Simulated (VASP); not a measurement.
Wanted: the native input for a VASP 6.6.1 run.

| Quantity | Value |
| --- | --- |
| Task | single point |
| Functional | r2SCAN |
| Potentials or basis | VASP PAW PBE potentials, release 64 (Rh_sv_GW) |
| Cutoff | 580 eV |
| k mesh | 26 × 26 × 26 |
| Occupations | gaussian, width 0.1 eV |
| Spin | no spin polarisation |
| Dipole correction | no |
| Second run | valence_matched |
| Further INCAR settings | ALGO = Normal; EDIFF = 1e-06; NBANDS = 14 |

Rh:

```
Rh
1.0
    -1.52200    1.52200    1.52200
     1.52200   -1.52200    1.52200
     1.52200    1.52200   -1.52200
Rh
1
Direct
  0.00000 0.00000 0.00000
```

One way to write it, as run:

POSCAR

```
Rh
1.0
   -1.5220005239      1.5220005239      1.5220005239
    1.5220005239     -1.5220005239      1.5220005239
    1.5220005239      1.5220005239     -1.5220005239
Rh
1
Direct
    0.0000000000      0.0000000000      0.0000000000
```

INCAR.step1

```
ALGO = Normal
EDIFF = 1E-5
ENCUT = 580
GGA = PE
GGA_COMPAT = False
ISMEAR = 0
LASPH = True
LCHARG = False
LREAL = False
LWAVE = True
NBANDS = 14
NELM = 120
PREC = Accurate
SIGMA = 0.1
```

INCAR.step2

```
ALGO = Normal
EDIFF = 1E-6
ENCUT = 580
GGA_COMPAT = False
ISIF = 2
ISMEAR = 0
ISTART = 1
LASPH = True
LCHARG = False
LMIXTAU = True
LREAL = False
LWAVE = False
METAGGA = R2SCAN
NBANDS = 14
NELM = 120
PREC = Accurate
SIGMA = 0.1
```

KPOINTS

```
k-points
0
Gamma
  26 26 26
```

Potentials or basis: VASP PAW PBE potentials, release 64 (Rh_sv_GW).

Run with:

```bash
$ cat potpaw_PBE.64/Rh_sv_GW/POTCAR > POTCAR
$ cp INCAR.step1 INCAR
$ mpirun -np 1 vasp_std > vasp.out
$ cp INCAR.step2 INCAR
$ mpirun -np 1 vasp_std > vasp.out
```

It gave:

```yaml
Pressure: -1.2 GPa
```

Caveat: the PAW data sets were made with another functional, which shifts forces and pressure a little.

Wall time 3.9 min on 1 thread of AMD EPYC 9R45 96-Core Processor (Zen 5) (shared host), peak memory 0.25 GiB.
